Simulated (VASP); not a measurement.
# Al47GaN48 (a cell with a defect) in VASP: single point with PBE

Aim: the single point of Al47GaN48 (a cell with a defect) with PBE.

All numbers are computed with VASP 6.6.1; they aren't measurements. Logs are shortened: lines on timing, memory, paths and dates and some standing lists are left out, and cuts for length are marked.

**1. The cell of the first run**

The cell holds a defect, 96 atoms: a = 10.842 Å, b = 10.842 Å, c = 10.035 Å, α = 90.00°, β = 90.00°, γ = 120.00°.

**2. Single point, PBE**

INCAR

```
PREC = Accurate
ENCUT = 520
EDIFF = 1E-6
ISMEAR = 0
SIGMA = 0.01
LREAL = Auto
LASPH = True
NELM = 120
ALGO = Normal
ISIF = 2
LWAVE = False
LCHARG = True
GGA = PE
LELF = True
LVHAR = True
NBANDS = 251
GGA_COMPAT = False
ISYM = -1
```

KPOINTS

```
explicit points
1
Reciprocal
  0.25000000   0.25000000   0.25000000 1
```

POSCAR

```
Al47GaN48
1.0
    9.3892708211      5.4208981504      0.0000000000
   -9.3892709202      5.4208979788      0.0000000000
    0.0000000000      0.0000000000     10.0348065900
Al N Ga
47 48 1
Direct
    0.0002851148      0.1666408990      0.2495838924
    0.1669243978     -0.0001106440      0.2495405244
    0.3336743236      0.3328956647      0.2484802037
   -0.0007509049      0.3328011267      0.4996452567
    0.1664560692      0.1656017057      0.4996349690
    0.3336600941     -0.0000380948      0.4995113371
    0.0003867964      0.1667375207      0.7495705712
    0.1670141537     -0.0000919168      0.7495704851
    0.3336761749      0.3325450803      0.7509873669
   -0.0000869611      0.3330239957      0.9996919242
    0.1666636650      0.1662602277      0.9996930280
    0.3336596044      0.0000268974      0.9995863375
    0.0002717672      0.6667681222      0.2495442646
    0.1665479696      0.5000397571      0.2484847274
    0.3336732103      0.8334201119      0.2496033002
    0.0003233282      0.8333325547      0.4995971139
    0.1664417404      0.6672183438      0.4996462284
    0.0002133097      0.6666891202      0.7495766404
    0.1661908885      0.5000408334      0.7509873609
    0.3336787600      0.8333249055      0.7495689189
    0.0003235090      0.8333370404      0.9995108097
    0.1668987639      0.6670079627      0.9997046419
    0.3336500474      0.5000092520      0.9995340532
    0.5004244167      0.1666407015      0.2495387619
    0.6670669012      0.0001729337      0.2495342697
    0.8335397412      0.3332763942      0.2495429728
    0.5008531699      0.3327892959      0.4996429350
    0.6669813907      0.1666707102      0.4995980179
    0.8337009246      0.0000517164      0.4995016835
    0.5003420563      0.1665691096      0.7495773647
    0.6671345586      0.0001534410      0.7495784342
    0.8335540911      0.3333543742      0.7495701358
    0.5006416464      0.3332592867      0.9996949681
    0.6669920018      0.1666815535      0.9995093208
    0.8336399025     -0.0000033734      0.9995802427
    0.5008166102      0.6671685393      0.2484867432
    0.6670638229      0.5000226599      0.2495931219
    0.8338185815      0.8334235846      0.2495351323
    0.5008909117      0.8344425240      0.4996395809
    0.6680975187      0.6672328740      0.4996434121
    0.8336069681      0.4999981290      0.4995197030
    0.5011804202      0.6675287190      0.7509736070
    0.6669796283      0.5000309196      0.7495702018
    0.8338085392      0.8334956591      0.7495766702
    0.5004058057      0.8337497343      0.9996968348
    0.6673941918      0.6667534448      0.9996932414
    0.8336652428      0.4999988117      0.9995746569
    0.0004295154      0.1667718490      0.4403922101
    0.1668671722     -0.0005378634      0.4402625511
    0.3337039815      0.3288945378      0.4385025072
   -0.0001323830      0.3329014901      0.1900762762
    0.1665446450      0.1662163750      0.1900761827
    0.3336252372      0.0000542749      0.1903047972
    0.0003068080      0.1666580830      0.9402145053
    0.1670129624     -0.0000877194      0.9402133163
    0.3336855414      0.3328986940      0.9413670243
    0.0002992949      0.3333791673      0.6903802462
    0.1670312700      0.1666521286      0.6903762424
    0.3336365555     -0.0000635055      0.6902497951
   -0.0000959811      0.6668645342      0.4402602752
    0.1625501640      0.5000479668      0.4385098250
    0.3336989023      0.8333136538      0.4404098466
    0.0002979184      0.8333170686      0.1901417177
    0.1669481094      0.6670800709      0.1900842527
    0.3336419529      0.4999931389      0.1903306013
    0.0002303540      0.6667144313      0.9402148937
    0.1665494627      0.5000539346      0.9413659599
    0.3336924944      0.8334337654      0.9402167543
    0.0002995701      0.8333195669      0.6903091759
    0.1668958939      0.6666010621      0.6903741947
    0.3336411369      0.4999955721      0.6967474826
    0.5005259940      0.1662669208      0.4402581951
    0.6674673750      0.0006572275      0.4402527002
    0.8331155307      0.3332070135      0.4402608438
    0.5007146311      0.3333075229      0.1900810421
    0.6669628763      0.1666518992      0.1901411845
    0.8335627206     -0.0000774079      0.1903040509
    0.5003656992      0.1665933575      0.9402199221
    0.6671390994      0.0001696639      0.9402163391
    0.8335661428      0.3333660346      0.9402058759
    0.5002351842      0.3332497816      0.6903752795
    0.6669606259      0.1666463292      0.6903105976
    0.8336868830      0.0000398833      0.6902470938
    0.5048741434      0.6712163246      0.4385116300
    0.6669591953      0.5000367810      0.4404087793
    0.8343112853      0.8338130212      0.4402554246
    0.5003094006      0.8337483514      0.1900846447
    0.6674018897      0.6666656916      0.1900886131
    0.8336914103      0.4999721567      0.1902995347
    0.5008367925      0.6671874972      0.9413587420
    0.6670720641      0.5000394823      0.9402071221
    0.8338129443      0.8334967799      0.9402206425
    0.5003776695      0.8333338838      0.6903811287
    0.6669930223      0.6667297812      0.6903809747
    0.8335770442      0.4999754708      0.6902521713
    0.3336721223      0.5000273209      0.5004456981
```

Potentials or basis: VASP PAW PBE potentials, release 64 (Al, N, Ga_d).

The run is started by

```sh
$ cat potpaw_PBE.64/Al/POTCAR potpaw_PBE.64/N/POTCAR potpaw_PBE.64/Ga_d/POTCAR > POTCAR
$ mpirun -np 1 vasp_std > vasp.out
```

OUTCAR:

```text
PREC = Accurate
   ENCUT = 520
   EDIFF = 1E-6
   ISMEAR = 0
   LREAL = Auto
   LASPH = True
   NELM = 120
   ISIF = 2
   GGA = PE
   ISYM = -1

 ion  position               nearest neighbor table
   1  0.000  0.167  0.250-  51 1.90  52 1.90  77 1.90  48 1.91  11 3.09  10 3.09  29 3.09  35 3.09
                             5 3.09   4 3.09  38 3.13  25 3.13  26 3.13   2 3.13   3 3.13  14 3.13
   2  0.167  1.000  0.250-  52 1.90  53 1.90  63 1.90  49 1.91   5 3.09  11 3.09  12 3.09  21 3.09
                            16 3.09   6 3.09   3 3.13  38 3.13  13 3.13  15 3.13   1 3.13  24 3.13
   3  0.334  0.333  0.248-  75 1.90  52 1.90  65 1.90  50 1.91  33 3.08  11 3.08  23 3.09  27 3.10
                             5 3.10  96 3.11  24 3.13   2 3.13   1 3.13  37 3.13  14 3.14  36 3.14
   4  0.999  0.333  0.500-  61 1.89  74 1.90  48 1.90  57 1.91  32 3.09  26 3.09   7 3.09   1 3.09
                            14 3.10  19 3.11  28 3.12  29 3.12  41 3.13   5 3.14  17 3.14  96 3.14
   5  0.166  0.166  0.500-  50 1.89  49 1.90  48 1.90  58 1.91   8 3.09   2 3.09   7 3.09   1 3.09
                             3 3.10   9 3.11  16 3.12  29 3.12   6 3.13  27 3.14   4 3.14  96 3.14
   6  0.334  1.000  0.500-  49 1.90  72 1.90  62 1.90  59 1.91  15 3.09   2 3.09  24 3.09   8 3.09
                            20 3.09  30 3.09  17 3.12  39 3.12  27 3.13   5 3.13  28 3.13  16 3.13
   7  0.000  0.167  0.750-  57 1.90  58 1.90  83 1.90  54 1.91   4 3.09   5 3.09  11 3.09  10 3.09
                            35 3.09  29 3.09  44 3.13  31 3.13   9 3.13  19 3.13  32 3.13   8 3.13
   8  0.167  1.000  0.750-  59 1.90  69 1.90  58 1.90  55 1.91   5 3.09  21 3.09  16 3.09  12 3.09
                            11 3.09   6 3.09   9 3.12  44 3.13  18 3.13  20 3.13  30 3.13   7 3.13
   9  0.334  0.333  0.751-  71 1.90  81 1.90  58 1.90  56 1.91  33 3.08  11 3.08  23 3.09  96 3.10
[... 123 lines left out ...]
  94  0.667  0.667  0.690-  42 1.90  43 1.90  44 1.90  40 1.91
  95  0.834  0.500  0.690-  32 1.90  43 1.90  18 1.90  41 1.91
  96  0.334  0.500  0.500-  61 1.96  50 1.96  84 1.96  71 1.97   9 3.10  42 3.10  19 3.10  14 3.11
                             3 3.11  36 3.11  39 3.14  27 3.14  17 3.14   4 3.14  40 3.14   5 3.14

IMPORTANT INFORMATION: All symmetrisations will be switched off!
NOSYMM: (Re-)initialisation of all symmetry stuff for point group C_1.

----------------------------------------------------------------------------------------

                                     Primitive cell

  volume of cell :    1021.5088

  direct lattice vectors                    reciprocal lattice vectors
     9.389270821  5.420898150  0.000000000     0.053252270  0.092235640  0.000000000
    -9.389270920  5.420897979  0.000000000    -0.053252272  0.092235639  0.000000000
     0.000000000  0.000000000 10.034806590     0.000000000  0.000000000  0.099653141

  length of vectors
    10.841796129 10.841796129 10.034806590     0.106504543  0.106504543  0.099653141

  position of ions in fractional coordinates (direct lattice)
     0.000285115  0.166640899  0.249583892
     0.166924398  0.999889356  0.249540524
[... 240 lines left out ...]
   IALGO  =     38    algorithm
   IMIX   =      4    mixing-type and parameters
     AMIX     =   0.40;   BMIX     =  1.00
     AMIX_MAG =   1.60;   BMIX_MAG =  1.00
  volume/ion in A,a.u.               =      10.64        71.81
  Fermi-wavevector in a.u.,A,eV,Ry     =   1.191680  2.251948 19.321640  1.420100
  Thomas-Fermi vector in A             =   2.327736
   LORBIT       =      0    0 simple, 1 ext, 2 COOP (PROOUT), +10 PAW based schemes
   GGA     = PE    functional components
   LHFCALC =     F    Hartree Fock is set to
   AEXX    =    0.0000 exact exchange contribution
   IVDW    =     0    specifies the selected vdW correction
   LEPSILON=     F    determine dielectric tensor
   LRPA    =     F    only Hartree local field effects (RPA)
 non-spin polarized calculation
 Gauss-broadening in eV      SIGMA  =   0.01
  energy-cutoff  :      520.00
  volume of cell :     1021.51
 maximum number of plane-waves:     27493
 NGX is ok and might be reduce to    80
   NGX = 41   NGY = 41   NGZ = 37

 number of electron     393.9999905 magnetization

 Free energy of the ion-electron system (eV)
  ---------------------------------------------------
  ext. energy  EPLUGINS =         0.00000000
  ---------------------------------------------------
  free energy    TOTEN  =      -712.09381290 eV

  energy without entropy =     -712.09381290  energy(sigma->0) =     -712.09381290

 E-fermi :   5.8144     XC(G=0): -10.8549

 val. band max:        5.7543612231   @ k =   0.2500   0.2500   0.2500
 cond. band min:      10.9748922398   @ k =   0.2500   0.2500   0.2500
 fundamental gap:      5.2205310167
 Fermi energy:         5.8143533778

 k-point     1 :       0.2500    0.2500    0.2500
  band No.  band energies     occupation
      1      -8.8838      2.00000
      2      -8.6477      2.00000
      3      -8.6337      2.00000
      4      -8.4545      2.00000
      5      -8.2456      2.00000
      6      -8.2242      2.00000
[... 201 lines left out ...]
    208      11.6849      0.00000
    209      11.7010      0.00000
 [bands above 209 left out]

------------------------ aborting loop because EDIFF is reached ----------------------------------------

  FORCE on cell =-STRESS in cart. coord.  units (eV):
  Direction    XX          YY          ZZ          XY          YZ          ZX
  --------------------------------------------------------------------------------------
  -------------------------------------------------------------------------------------
  Total        1.5785634      0.5371968      2.7825724      0.0026088     -0.0745764      0.0108738
  in kB        2.4758852      0.8425621      4.3643036      0.0040918     -0.1169688      0.0170550
  external PRESSURE =       2.5609169 kB  Pullay stress =       0.0000000 kB

 VOLUME and BASIS-vectors are now :
 -----------------------------------------------------------------------------
  energy-cutoff  :      520.00
  volume of cell :     1021.51
      direct lattice vectors                 reciprocal lattice vectors
     9.389270821  5.420898150  0.000000000     0.053252270  0.092235640  0.000000000
    -9.389270920  5.420897979  0.000000000    -0.053252272  0.092235639  0.000000000
     0.000000000  0.000000000 10.034806590     0.000000000  0.000000000  0.099653141

 POSITION                                       TOTAL-FORCE (eV/Angst)
 -----------------------------------------------------------------------------------
     -1.56196      0.90489      2.50453        -0.000089     -0.000831      0.002524
     -7.82093      6.32518      2.50409        -0.000903      0.000232      0.002215
      0.00731      3.61341      2.49345        -0.000340      0.000425     -0.004492
      6.25746      7.22091      5.01384         0.001192      0.001017      0.001242
      0.00802      1.80005      5.01374         0.000143     -0.000006      0.003384
     -6.25609      7.22943      5.01250        -0.000058     -0.000121      0.003695
[... 88 lines left out ...]
      3.13228      7.22905      6.92655         0.000518      0.001084     -0.002514
     -1.56195      4.51940      5.02188         0.001040     -0.000948      0.001483
 -----------------------------------------------------------------------------------
    total drift:                               -0.017726     -0.011272      0.117636

  FREE ENERGIE OF THE ION-ELECTRON SYSTEM (eV)
  ---------------------------------------------------
  free  energy   TOTEN  =      -712.0938129006 eV

  energy  without entropy=     -712.0938129006  energy(sigma->0) =     -712.09381290
```

Wall time 28 min (1 thread of AMD EPYC, shared host); peak memory 1.1 GiB.

Results:

| Property | Result |
| --- | --- |
| Free energy | -712.0938 eV |
| Pressure | 0.3 GPa |
| Largest force | 0.017 eV/Å |
| Band gap on the k mesh | 5.22 eV |

Forces in eV/Å, atoms in the order of the input:
```
Al   0.000 -0.001  0.003
Al  -0.001  0.000  0.002
Al   0.000  0.000 -0.004
Al   0.001  0.001  0.001
Al   0.000  0.000  0.003
Al   0.000  0.000  0.004
Al   0.000  0.000  0.002
Al   0.000  0.000  0.003
Al   0.002  0.000  0.002
Al   0.001  0.001  0.003
Al   0.000  0.000  0.003
Al  -0.001 -0.001  0.000
Al   0.000 -0.001  0.002
Al   0.002  0.000 -0.003
Al  -0.001  0.001  0.000
Al  -0.001  0.000  0.003
Al   0.002 -0.001  0.001
Al  -0.001  0.000  0.003
Al   0.000 -0.001  0.000
Al   0.000  0.000  0.002
Al  -0.002  0.000  0.002
Al   0.001 -0.001  0.002
Al   0.001  0.001  0.001
Al   0.001  0.000  0.001
Al   0.000 -0.001  0.002
Al  -0.001  0.000  0.002
Al   0.003  0.001  0.004
Al   0.000  0.000  0.003
Al   0.001  0.001  0.005
Al  -0.001  0.000  0.003
Al   0.001  0.001  0.002
Al  -0.001 -0.001  0.003
Al   0.000 -0.002  0.002
Al   0.000 -0.001  0.003
Al   0.000  0.000  0.001
Al   0.001  0.000 -0.005
Al   0.000  0.001  0.002
Al   0.001  0.000  0.002
Al   0.000 -0.001  0.003
Al   0.001  0.001  0.003
Al  -0.001 -0.001  0.002
Al   0.001  0.000  0.004
Al  -0.002 -0.002  0.001
Al   0.000  0.000  0.003
Al   0.000  0.000  0.003
Al  -0.002  0.001  0.003
Al  -0.001  0.000  0.001
N   -0.002  0.002  0.001
N    0.001 -0.002 -0.002
N    0.010 -0.008 -0.008
N   -0.002 -0.001 -0.003
N    0.001 -0.001 -0.003
N    0.001  0.001  0.000
N   -0.001  0.001 -0.003
N    0.000  0.001 -0.002
N   -0.003  0.002 -0.009
N   -0.002  0.000  0.001
N    0.001 -0.001  0.001
N    0.000  0.000 -0.003
N   -0.001  0.000 -0.001
N   -0.013 -0.007 -0.008
N    0.002 -0.002  0.001
N    0.000  0.000 -0.001
N   -0.002 -0.001 -0.003
N   -0.001 -0.001  0.015
N    0.001  0.000 -0.002
N    0.003  0.002 -0.009
N    0.000 -0.001 -0.004
N    0.001  0.000 -0.002
N   -0.001 -0.001  0.001
N   -0.001  0.000  0.003
N    0.002 -0.001 -0.001
N   -0.003  0.002 -0.001
N   -0.001 -0.001 -0.001
N    0.004  0.000 -0.004
N    0.000  0.001 -0.001
N    0.000  0.000 -0.001
N   -0.001  0.000 -0.003
N    0.000  0.000 -0.002
N   -0.001  0.000 -0.001
N    0.002  0.000  0.002
N    0.000  0.001 -0.003
N   -0.001  0.000 -0.003
N   -0.001  0.015 -0.008
N   -0.003 -0.002  0.001
N    0.001  0.002 -0.001
N   -0.001  0.003 -0.003
N    0.001  0.003 -0.005
N    0.000  0.001  0.000
N    0.000 -0.003 -0.008
N    0.000  0.000 -0.002
N    0.000  0.000 -0.002
N   -0.001  0.001  0.000
N    0.000  0.001  0.001
N    0.001  0.001 -0.003
Ga   0.001 -0.001  0.001
```

Levels at points of the mesh, in eV from the valence-band top:
```tsv
k point	band 194	band 195	band 196	band 197	band 198	band 199	band 200	band 201
(0.25, 0.25, 0.25)	-0.10	-0.07	-0.06	0.00	5.22	5.48	5.66	5.72
```
